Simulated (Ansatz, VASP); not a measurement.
**CdI2: VASP beside Ansatz**

The input INCAR:

```
PREC = Accurate ; ENCUT = 500
EDIFF = 1E-6 ; ISMEAR = 0
SIGMA = 0.05 ; LREAL = False
LASPH = True ; NELM = 120
ALGO = Normal ; ISIF = 2
LWAVE = False ; LCHARG = False
GGA = PE ; IVDW = 12
NBANDS = 20 ; GGA_COMPAT = False
```

File KPOINTS:

```
Automatic mesh
0
Gamma
  9 9 4
```

Contents of POSCAR:

```
CdI2
1.0
    4.1378992343      0.0000000000      0.0000000000
   -2.0689496171      3.5835258553      0.0000000000
    0.0000000000      0.0000000000      6.5160500000
Cd I
1 2
Direct
    0.0000000000      0.0000000000      0.0000000000
    0.3333333333      0.6666666667      0.2492000000
    0.6666666667      0.3333333333      0.7508000000
```

Input for Ansatz:

```yaml
crystal:
  lattice:
    - [4.1378992343, 0.0, 0.0]
    - [-2.0689496171, 3.5835258553, 0.0]
    - [0.0, 0.0, 6.51605]
  atoms:
    - { symbol: Cd, position: [0.0, 0.0, 0.0] }
    - { symbol: I, position: [0.3333333333, 0.6666666667, 0.2492] }
    - { symbol: I, position: [0.6666666667, 0.3333333333, 0.7508] }
basis:
  ecutwfc: 420
kpoints:
  mp_grid: { grid: [9, 9, 4] }
hamiltonian:
  xc: pbe
  dispersion: d3bj
scf:
  occupations: { method: gaussian, width: 0.05 }
output:
  forces: true
  stress: true
  eigenvalues: true
```

Change from the starting cell: strain -0.025 along x and y, -0.050 along z, atoms carried along.

Alike in both runs: task single point; functional PBE; dispersion D3(BJ); k mesh 9 × 9 × 4; occupations gaussian, width 0.05 eV; no spin polarisation.

```csv
,VASP,Ansatz
version,VASP 6.6.1,Ansatz 0.2.0
potentials or method,"VASP PAW PBE potentials, release 64 (Cd, I), cutoff 500 eV","scalar-relativistic, plane waves, PAW"
valence electrons in the cell,26,54
```

VASP gave:

- gap on the k mesh at the Fermi level (eV): 2.51
- least direct gap on the mesh (eV): 2.84
- pressure (GPa): 5.0
- traceless stress, the component that is largest in VASP (GPa): 0.40
- rms of the force components (eV/Å): 0.414

Question: Estimate Ansatz's values.

Answer: gap on the k mesh at the Fermi level (eV): 2.53; least direct gap on the mesh (eV): 2.85; pressure (GPa): 4.8; traceless stress, the component that is largest in VASP (GPa): 0.42; rms of the force components (eV/Å): 0.399.

Atom by atom the forces differ by 0.014 eV/Å (rms over components). VASP's potentials hold 26 valence electrons a cell and Ansatz's 54, so a difference there can come from the potentials and not from the codes.

Neither program's run includes spin-orbit coupling.
